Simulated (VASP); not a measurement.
Wanted: the native input for a VASP 6.6.1 run.

| Item | Value |
| --- | --- |
| Task | relaxation of cell and atoms |
| Functional | PBEsol |
| Potentials or basis | VASP PAW PBE potentials, release 64 (Na_pv, S) |
| Cutoff | 500 eV |
| k mesh | 8 × 8 × 8 |
| Occupations | gaussian, width 0.01 eV |
| Spin | no spin polarisation |
| Dipole correction | no |
| Further INCAR settings | ALGO = Normal; EDIFF = 1e-07; IBRION = 2; EDIFFG = -0.05; NSW = 80; ISIF = 3 |

The structure of Na2S lies in POSCAR:

```
Na2S
1.0
    0.0000000000      3.2508104152      3.2508104152
    3.2508104152      0.0000000000      3.2508104152
    3.2508104152      3.2508104152      0.0000000000
Na S
2 1
Direct
    0.2500000000      0.2500000000      0.2500000000
    0.7500000000      0.7500000000      0.7500000000
    0.0000000000      0.0000000000      0.0000000000
```

These files were run (other wordings do the same):

INCAR

```
SYSTEM = Na2S
PREC = Accurate
ENCUT = 500
EDIFF = 1E-7
ISMEAR = 0
SIGMA = 0.01
LREAL = .False.
LASPH = .True.
NELM = 120
ALGO = Normal
ISIF = 3
LWAVE = .False.
LCHARG = .False.
GGA = PS
IBRION = 2
NSW = 80
EDIFFG = -0.05
GGA_COMPAT = .False.
NELMIN = 4
```

KPOINTS

```
Automatic mesh
0
Gamma
  8 8 8
  0 0 0
```

Potentials or basis: VASP PAW PBE potentials, release 64 (Na_pv, S).

Run with:

```console
$ cat potpaw_PBE.64/Na_pv/POTCAR potpaw_PBE.64/S/POTCAR > POTCAR
$ mpirun -np 1 vasp_std > vasp.out
```

It gave:

```
Pressure after relaxing : 0.0 GPa
Band gap on the k mesh  : 2.42 eV
```

Caveat: the relaxation stopped at its first step, so nothing moved; the PAW data sets were made with another functional, which shifts forces and pressure a little.

Wall time 50 s on 1 thread of Intel Xeon 8259CL (shared host), peak memory 0.2 GiB.
